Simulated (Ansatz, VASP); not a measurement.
Given: the input of a run of VASP 6.6.1 on SnO2.

Contents of INCAR:

```
SYSTEM = SnO2
ALGO     = Normal         ! electronic algorithm
EDIFF    = 1E-6           ! SCF threshold, eV
ENCUT    = 520            ! plane-wave cutoff, eV
GGA      = CA             ! functional
ISIF     = 2              ! what is computed and relaxed
ISMEAR   = -1             ! smearing method
LASPH    = .TRUE.         ! aspherical terms in the spheres
LCHARG   = .FALSE.        ! write CHGCAR
LREAL    = .FALSE.        ! projectors in reciprocal space
LWAVE    = .FALSE.        ! write WAVECAR
NBANDS   = 20             ! bands
NELM     = 100            ! most SCF steps
PREC     = Accurate       ! precision mode
SIGMA    = 0.05           ! smearing width, eV
```

KPOINTS

```
k-points
0
G
  9 9 9
  0 0 0
```

The input POSCAR:

```
SnO2
1.0
    0.0000000000      2.5911978478      2.5911978478
    2.5911978478      0.0000000000      2.5911978478
    2.5911978478      2.5911978478      0.0000000000
Sn O
1 2
Direct
    0.0000000000      0.0000000000      0.0000000000
    0.7500000000      0.7500000000      0.7500000000
    0.2500000000      0.2500000000      0.2500000000
```

Potentials or basis: VASP PAW LDA potentials, release 64 (Sn_d, O).

The run is started by

```bash
$ cat potpaw_LDA.64/Sn_d/POTCAR potpaw_LDA.64/O/POTCAR > POTCAR
$ mpirun -np 1 vasp_std > vasp.out
```

Q: Set up the same calculation for Ansatz 0.2.0. Potentials there: Ansatz PAW.

A: As run (the cutoff follows the program's own potentials):

Contents of input.yaml:

```yaml
crystal:
  lattice:
    - [0.0, 2.5911978478, 2.5911978478]
    - [2.5911978478, 0.0, 2.5911978478]
    - [2.5911978478, 2.5911978478, 0.0]
  atoms:
    - { symbol: Sn, position: [0.0, 0.0, 0.0] }
    - { symbol: O, position: [0.75, 0.75, 0.75] }
    - { symbol: O, position: [0.25, 0.25, 0.25] }
hamiltonian:
  xc: lda
  pseudopotentials: { kind: paw }
kpoints:
  mp_grid: { grid: [9, 9, 9] }
scf:
  occupations: { method: fermi_dirac, width: 0.05 }
output:
  forces: true
  stress: true
  eigenvalues: true
```

Potentials or basis: Ansatz PAW.

Launch:

```console
$ ansatz run input.yaml --threads 1 --pin off --max-ram 3584MiB --backend cpu --events-out ev --progress --plain --runs-dir out
```

Both were run:

|  | VASP | Ansatz | Ansatz less VASP |
| --- | --- | --- | --- |
| gap on the k mesh at the Fermi level (eV) | none | none | - |
| pressure (GPa) | -14.7 | -15.3 | -0.62 |

LDA's correlation is that of Perdew and Zunger in VASP and of Perdew and Wang (1992) in Ansatz. A gap of «none» marks a metal or a gap that the smearing closes.

Noted on Ansatz's run: Pulay correction over one GPa.
